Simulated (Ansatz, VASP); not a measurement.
# One calculation of V, two programs

The input POSCAR:

```
V
1.0
    2.5511303260      0.0000000000      0.0000000000
   -1.2755651630      2.2093436706      0.0000000000
    0.0000000000      0.0000000000      4.6269143324
V
2
Direct
    0.3333333333      0.6666666667      0.2500000000
    0.6666666667      0.3333333333      0.7500000000
```

Contents of INCAR.step1:

```
ALGO = Normal ; EDIFF = 1E-4
ENCUT = 520 ; GGA = PE
ISMEAR = -1 ; ISPIN = 2
LASPH = T ; LCHARG = F
LMAXMIX = 4 ; LREAL = F
LWAVE = T ; MAGMOM = 2 2
NBANDS = 24 ; NELM = 150
PREC = Accurate ; SIGMA = 0.05
```

INCAR.step2

```
ALGO = Normal ; EDIFF = 1E-6
ENCUT = 520 ; ISIF = 2
ISMEAR = -1 ; ISPIN = 2
ISTART = 1 ; LASPH = T
LCHARG = F ; LMAXMIX = 4
LMIXTAU = T ; LORBIT = 11
LREAL = F ; LWAVE = F
MAGMOM = 2 2 ; METAGGA = R2SCAN
NBANDS = 24 ; NELM = 150
PREC = Accurate ; SIGMA = 0.05
```

KPOINTS

```
k-points
0
Gamma
  12 12 6
```

Contents of input.yaml:

```yaml
crystal:
  lattice:
    - [2.551130326, 0.0, 0.0]
    - [-1.275565163, 2.2093436706, 0.0]
    - [0.0, 0.0, 4.6269143324]
  atoms:
    - { symbol: V, position: [0.3333333333, 0.6666666667, 0.25], spin: 2.0 }
    - { symbol: V, position: [0.6666666667, 0.3333333333, 0.75], spin: 2.0 }
hamiltonian:
  xc: r2scan
  pseudopotentials: { kind: paw }
magnetization:
  spin_polarized: true
kpoints:
  mp_grid: { grid: [12, 12, 6] }
scf:
  occupations: { method: fermi_dirac, width: 0.05 }
output:
  forces: true
  stress: true
  eigenvalues: true
```

Alike in both runs: task single point; functional r2SCAN; k mesh 12 × 12 × 6; occupations fermi-dirac, width 0.05 eV; collinear spin.

|  | VASP | Ansatz |
| --- | --- | --- |
| version | VASP 6.6.1 | Ansatz 0.2.0 |
| potentials or method | VASP PAW PBE potentials, release 64 (V_sv) | Ansatz PAW |
| plane-wave cutoff (eV) | 520 | 500 |
| valence electrons in the cell | 26 | 26 |

|  | VASP | Ansatz | Ansatz less VASP |
| --- | --- | --- | --- |
| gap on the k mesh at the Fermi level (eV) | none | none | - |
| pressure (GPa) | 9.5 | 8.7 | -0.80 |
| traceless stress, the component that is largest in VASP (GPa) | -0.92 | -0.85 | +0.078 |
| net moment per atom (μB) | 0.00 | 0.00 | 0.000 |

VASP's potentials were made for PBE, not for r2SCAN. A gap of «none» marks a metal or a gap that the smearing closes.

Noted on Ansatz's run: the magnetic or orbital state may not be the lowest.
